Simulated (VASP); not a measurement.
Here is a VASP 6.6.1 calculation.

File INCAR:

```
SYSTEM = Zn3Bi2
ALGO = Fast
EDIFF = 1E-6
EDIFFG = -0.04
ENCUT = 600
GGA = PE
IBRION = 2
ISIF = 3
ISMEAR = 0
LASPH = .True.
LCHARG = .False.
LREAL = .False.
LWAVE = .False.
NELM = 60
NSW = 90
PREC = Accurate
SIGMA = 0.1
```

Contents of KPOINTS:

```
k-points
0
Gamma
  6 6 2
  0 0 0
```

POSCAR

```
Zn3Bi2
1.0
    3.6462501696      0.0000000000      0.0000000000
    0.0000000000      3.6462501696      0.0000000000
    0.0000000000      0.0000000000      9.1187533446
Zn Bi
3 2
Direct
    0.0000000000      0.0000000000      0.0000000000
    0.0000000000      0.0000000000      0.5000000000
    0.5000000000      0.5000000000      0.5000000000
    0.5000000000      0.5000000000      0.1921131864
    0.5000000000      0.5000000000      0.8078868136
```

Potentials or basis: VASP PAW PBE potentials, release 64 (Zn, Bi_d).

Run with:

```bash
$ cat potpaw_PBE.64/Zn/POTCAR potpaw_PBE.64/Bi_d/POTCAR > POTCAR
$ mpirun -np 1 vasp_std > vasp.out
```

Q: Estimate the band gap on the k mesh.

A: Zero (bands 33 and 34 overlap by 3.72 eV).

Q: Estimate the relaxed volume.

A: 24.31 Å³/atom.

Forces in eV/Å, atoms in the order of the input:
```
Zn   0.000  0.000  0.000
Zn   0.000  0.000  0.000
Zn   0.000  0.000  0.000
Bi   0.000  0.000 -0.024
Bi   0.000  0.000  0.024
```

Caveat: spin-orbit coupling is left out, which moves the levels of the heavy elements.
